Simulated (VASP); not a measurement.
Set up this calculation in VASP 6.6.1, as the native input.

| Quantity | Value |
| --- | --- |
| Task | single point |
| Functional | PBE |
| Potentials or basis | VASP PAW PBE potentials, release 64 (Na_pv, Mg, Br) |
| Cutoff | 520 eV |
| k mesh | 4 × 4 × 4 |
| Occupations | gaussian, width 0.01 eV |
| Spin | no spin polarisation |
| Dipole correction | no |
| Further INCAR settings | ALGO = Normal; EDIFF = 1e-06; NBANDS = 23 |

The structure of NaMgBr3 lies in POSCAR:

```
NaMgBr3
1.0
    5.3139530023      0.0000000000      0.0000000000
    0.0000000000      5.3139530023      0.0000000000
    0.0000000000      0.0000000000      5.3139530023
Na Mg Br
1 1 3
Direct
    0.0000000000      0.0000000000      0.0000000000
    0.5000000000      0.5000000000      0.5000000000
    0.5000000000      0.5000000000      0.0000000000
    0.5000000000      0.0000000000      0.5000000000
    0.0000000000      0.5000000000      0.5000000000
```

The input as run:

INCAR

```
SYSTEM = NaMgBr3
ALGO = Normal
EDIFF = 1E-6
ENCUT = 520
GGA = PE
ISIF = 2
ISMEAR = 0
LASPH = .True.
LCHARG = .True.
LELF = .True.
LREAL = .False.
LVHAR = .True.
LWAVE = .False.
NBANDS = 23
NELM = 60
PREC = Accurate
SIGMA = 0.01
```

KPOINTS

```
k-points
0
Gamma
  4 4 4
  0 0 0
```

Potentials or basis: VASP PAW PBE potentials, release 64 (Na_pv, Mg, Br).

Run with:

```console
$ cat potpaw_PBE.64/Na_pv/POTCAR potpaw_PBE.64/Mg/POTCAR potpaw_PBE.64/Br/POTCAR > POTCAR
$ mpirun -np 1 vasp_std > vasp.out
```

It gave:

```
Pressure               : -0.1 GPa
Band gap on the k mesh : 2.73 eV (least direct gap 3.25 eV)
```

It took 38 s on 1 thread of Intel(R) Xeon(R) Platinum 8488C (Sapphire Rapids), with other jobs on the host, peak memory 0.25 GiB.
